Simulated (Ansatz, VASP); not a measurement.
One calculation of BaTiO3, two programs

```
Ba Ti O
1.0
     3.99980    0.00000    0.00000
     0.00000    3.99980    0.00000
     0.00000    0.00000    4.01800
Ba Ti O
1 1 3
Direct
  0.00000 0.00000 0.00000
  0.50000 0.50000 0.49000
  0.50000 0.50000 0.01900
  0.50000 0.00000 0.51700
  0.00000 0.50000 0.51700
```

Alike in both runs: task single point; functional PBE; dispersion D4; k mesh 6 × 6 × 6; no spin polarisation.

```csv
,VASP,Ansatz
version,VASP 6.6.1,Ansatz 0.2.0
potentials or method,"VASP PAW PBE potentials, release 64 (Ba_sv, Ti_sv, O), cutoff 600 eV","plane waves, PAW"
occupations,"gaussian, width 0.01 eV",fixed
valence electrons in the cell,40,40
```

|  | VASP | Ansatz | Ansatz less VASP |
| --- | --- | --- | --- |
| pressure (GPa) | 1.2 | -0.4 | -1.60 |
| traceless stress, the component that is largest in VASP (GPa) | 0.63 | 0.60 | -0.028 |

Neither program's run includes spin-orbit coupling.
